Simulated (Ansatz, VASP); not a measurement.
## Two plane-wave programs on NaH

```
CELL_PARAMETERS angstrom
4.71741 0.00000 0.00000
-2.35870 4.08539 0.00000
0.00000 0.00000 3.98785
ATOMIC_POSITIONS crystal
Na 0.00000 0.00000 0.50000
H 0.00000 0.00000 0.00000
```

Alike in both runs: functional PBE; k mesh 9 × 9 × 4; occupations gaussian, width 0.1 eV; no spin polarisation.

Ansatz relaxed the structure, and its values are those at the end. VASP's run is a single point on that final structure, the one shown.

```csv
,VASP,Ansatz
version,VASP 6.6.1,Ansatz 0.2.0
potentials or method,"VASP PAW PBE potentials, release 64 (Na_pv, H), cutoff 520 eV","scalar-relativistic, plane waves, PAW"
valence electrons in the cell,8,10
```

```tsv
	VASP	Ansatz	Ansatz less VASP
gap on the k mesh at the Fermi level (eV)	2.93	2.94	+0.009
least direct gap on the mesh (eV)	3.37	3.38	+0.008
pressure (GPa)	0.2	0.2	0.00
```

The functional is the same, so the differences come from potentials, cutoffs and numerics. VASP's potentials hold 8 valence electrons a cell and Ansatz's 10, so a difference there can come from the potentials and not from the codes.
